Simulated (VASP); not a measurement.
Runs of VASP 6.6.1 on CdC2. The structure is that of space group Immm (No. 71), or close to it. The cells are those of the table. 

```tsv
task	cell	cutoff (eV)	gap on the mesh (eV)	pressure (GPa)	largest force (eV/Å)
relaxation of shape and atoms at fixed volume	relaxed from a = 3.884 Å, angles 127.0, 106.9, 96.2°, 3 atoms	600	1.00	1.9	-
single point	a = 3.876 Å, angles 127.1, 106.4, 96.6°, 3 atoms	520	(a)	2.7	0.07
single point	a = 3.883 Å, angles 127.1, 106.5, 96.5°, 3 atoms	520	0.98	2.2	0.07
relaxation of cell and atoms	relaxed to 2 GPa from a = 3.910 Å, angles 127.0, 106.9, 96.2°, 3 atoms	600	1.00	2.0	-
```

Alike in all rows: level PBE; potentials or basis VASP PAW PBE potentials, release 64 (Cd, C); no spin polarisation; k mesh 10 × 10 × 10; smearing gaussian 0.01 eV.

Question: Estimate the missing entries.

Answer: (a) 0.99.

Caveats: the cell is relaxed towards a set pressure, so the run minimises the enthalpy, not the energy (at least some runs).

A k mesh can miss the band edges, and the runs leave out spin-orbit coupling on Cd.
